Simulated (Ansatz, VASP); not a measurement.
# Two plane-wave programs on TiTe2

File INCAR:

```
SYSTEM = TiTe2
PREC     = Accurate       ! precision mode
ENCUT    = 600            ! plane-wave cutoff, eV
EDIFF    = 1E-7           ! SCF threshold, eV
ISMEAR   = 0              ! smearing method
SIGMA    = 0.1            ! smearing width, eV
LREAL    = .False.        ! projectors in reciprocal space
LASPH    = .True.         ! aspherical terms in the spheres
NELM     = 60             ! most SCF steps
ALGO     = Normal         ! electronic algorithm
ISIF     = 3              ! what is computed and relaxed
LWAVE    = .False.        ! write WAVECAR
LCHARG   = .False.        ! write CHGCAR
GGA      = PE             ! functional
IBRION   = 2              ! ionic algorithm
NSW      = 100            ! ionic steps
EDIFFG   = -0.01          ! ionic threshold
```

File KPOINTS:

```
regular mesh
0
Gamma
  8 8 6
  0 0 0
```

The input POSCAR:

```
TiTe2
1.0
    4.5061898410      0.0000000000      0.0000000000
    0.0000000000      4.5061898410      0.0000000000
    0.0000000000      0.0000000000      7.4634368694
Ti Te
2 4
Direct
    0.0000000000      0.5000000000      0.7625010417
    0.5000000000      0.0000000000      0.2374989583
    0.0000000000      0.0000000000      0.0000000000
    0.5000000000      0.5000000000      0.0000000000
    0.0000000000      0.5000000000      0.3790790946
    0.5000000000      0.0000000000      0.6209209054
```

Input for Ansatz:

```yaml
crystal:
  lattice:
    - [4.506189841, 0.0, 0.0]
    - [0.0, 4.506189841, 0.0]
    - [0.0, 0.0, 7.4634368694]
  atoms:
    - { symbol: Ti, position: [0.0, 0.5, 0.7625010417] }
    - { symbol: Ti, position: [0.5, 0.0, 0.2374989583] }
    - { symbol: Te, position: [0.0, 0.0, 0.0] }
    - { symbol: Te, position: [0.5, 0.5, 0.0] }
    - { symbol: Te, position: [0.0, 0.5, 0.3790790946] }
    - { symbol: Te, position: [0.5, 0.0, 0.6209209054] }
basis:
  ecutwfc: 420
kpoints:
  mp_grid: { grid: [8, 8, 6] }
hamiltonian:
  xc: pbe
scf:
  occupations: { method: gaussian, width: 0.1 }
output:
  forces: true
  stress: true
  eigenvalues: true
relax:
  adjacent_minimum: "off"
  f_tol: 0.01
  max_steps: 80
  cell: { stress_tol: 0.05 }
```

Alike in both runs: task relaxation of cell and atoms; functional PBE; k mesh 8 × 8 × 6; occupations gaussian, width 0.1 eV; no spin polarisation.

|  | VASP | Ansatz |
| --- | --- | --- |
| version | VASP 6.6.1 | Ansatz 0.2.0 |
| potentials or method | VASP PAW PBE potentials, release 64 (Ti_sv, Te), cutoff 600 eV | scalar-relativistic, plane waves, PAW |
| valence electrons in the cell | 48 | 88 |

VASP gave:

| Item | Value |
| --- | --- |
| gap on the k mesh at the Fermi level, each at its own relaxed structure (eV) | none |
| relaxed volume (Å³/atom) | 25.31 |
| relaxed cell length with the largest relative difference (Å) | 4.514 |

Question: Which values does Ansatz return?

Answer: gap on the k mesh at the Fermi level, each at its own relaxed structure (eV): none; relaxed volume (Å³/atom): 25.35; relaxed cell length with the largest relative difference (Å): 4.518.

A gap of «none» marks a metal or a gap that the smearing closes. VASP's potentials hold 48 valence electrons a cell and Ansatz's 88, so a difference there can come from the potentials and not from the codes.

Neither program's run includes spin-orbit coupling.
